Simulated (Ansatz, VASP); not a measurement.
GaN in VASP and in Ansatz

Contents of INCAR:

```
SYSTEM = GaN
PREC     = Accurate       ! precision mode
ENCUT    = 600            ! plane-wave cutoff, eV
EDIFF    = 1E-6           ! SCF threshold, eV
ISMEAR   = -1             ! smearing method
SIGMA    = 0.08           ! smearing width, eV
LREAL    = .FALSE.        ! projectors in reciprocal space
LASPH    = .TRUE.         ! aspherical terms in the spheres
NELM     = 80             ! most SCF steps
ALGO     = Normal         ! electronic algorithm
ISIF     = 3              ! what is computed and relaxed
LWAVE    = .FALSE.        ! write WAVECAR
LCHARG   = .FALSE.        ! write CHGCAR
GGA      = PS             ! functional
IBRION   = 2              ! ionic algorithm
NSW      = 60             ! ionic steps
EDIFFG   = -0.005         ! ionic threshold
```

File KPOINTS:

```
regular mesh
0
G
  15 15 15
  0 0 0
```

File POSCAR:

```
GaN
1.0
    0.0000000000      2.1670925389      2.1670925389
    2.1670925389      0.0000000000      2.1670925389
    2.1670925389      2.1670925389      0.0000000000
Ga N
1 1
Direct
    0.0000000000      0.0000000000      0.0000000000
    0.2500000000      0.2500000000      0.2500000000
```

Input for Ansatz:

```yaml
crystal:
  lattice:
    - [0.0, 2.1670925389, 2.1670925389]
    - [2.1670925389, 0.0, 2.1670925389]
    - [2.1670925389, 2.1670925389, 0.0]
  atoms:
    - { symbol: Ga, position: [0.0, 0.0, 0.0] }
    - { symbol: "N", position: [0.25, 0.25, 0.25] }
kpoints:
  mp_grid: { grid: [15, 15, 15] }
scf:
  occupations: { method: fermi_dirac, width: 0.08 }
hamiltonian:
  xc: pbesol
  pseudopotentials: { kind: paw }
output:
  forces: true
  stress: true
  write_density: true
  write_potential: true
  elf: true
  volumetric_format: npy
relax:
  f_tol: 0.005
  max_steps: 40
  cell: {}
```

Alike in both runs: task relaxation of cell and atoms; functional PBEsol; k mesh 15 × 15 × 15; occupations fermi-dirac, width 0.08 eV; no spin polarisation.

```csv
,VASP,Ansatz
version,VASP 6.6.1,Ansatz 0.2.0
potentials or method,"VASP PAW PBE potentials, release 64 (Ga_d, N)","PAW with Ansatz's default frozen-core files, scalar-relativistic"
plane-wave cutoff (eV),600,420
valence electrons in the cell,18,18
```

Ansatz gave:

- relaxed volume (Å³/atom): 11.37
- relaxed cell length with the largest relative difference (Å): 3.180

Q: Which values does VASP return?

A: Relaxed volume (Å³/atom): 11.36; relaxed cell length with the largest relative difference (Å): 3.179.

VASP's potentials were made for PBE, not for PBEsol.
